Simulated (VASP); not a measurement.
Wanted: the native input for a VASP 6.6.1 run.

```
Task                   : single point
Functional             : revPBE
Potentials or basis    : VASP PAW PBE potentials, release 64 (V_sv)
Cutoff                 : 520 eV
k mesh                 : 24 × 24 × 24
Occupations            : fermi-dirac, width 0.1 eV
Spin                   : no spin polarisation
Dipole correction      : no
Further INCAR settings : ALGO = Normal; EDIFF = 1e-06; NBANDS = 12
```

The structure of V lies in POSCAR:

```
V
1.0
   -1.5470813191      1.5470813191      1.5470813191
    1.5470813191     -1.5470813191      1.5470813191
    1.5470813191      1.5470813191     -1.5470813191
V
1
Direct
    0.0000000000      0.0000000000      0.0000000000
```

This cell differs from its parent crystal: volume scaled by 1.08.

One way to write it, as run:

INCAR

```
SYSTEM = V
  PREC = Accurate
  ENCUT = 520
  EDIFF = 1E-6
  ISMEAR = -1
  SIGMA = 0.1
  LREAL = .FALSE.
  LASPH = .TRUE.
  NELM = 60
  ALGO = Normal
  ISIF = 2
  LWAVE = .FALSE.
  LCHARG = .FALSE.
  GGA = RE
  NBANDS = 12
```

KPOINTS

```
regular mesh
0
G
  24 24 24
  0 0 0
```

Potentials or basis: VASP PAW PBE potentials, release 64 (V_sv).

Run with:

```console
$ cat potpaw_PBE.64/V_sv/POTCAR > POTCAR
$ mpirun -np 1 vasp_std > vasp.out
```

Results of the run:

The pressure is -11.3 GPa.

Caveat: the PAW data sets were made with another functional, which shifts forces and pressure a little.

It took 120 s on 1 thread of AMD EPYC 7R13, with other jobs on the host, peak memory 0.15 GiB.
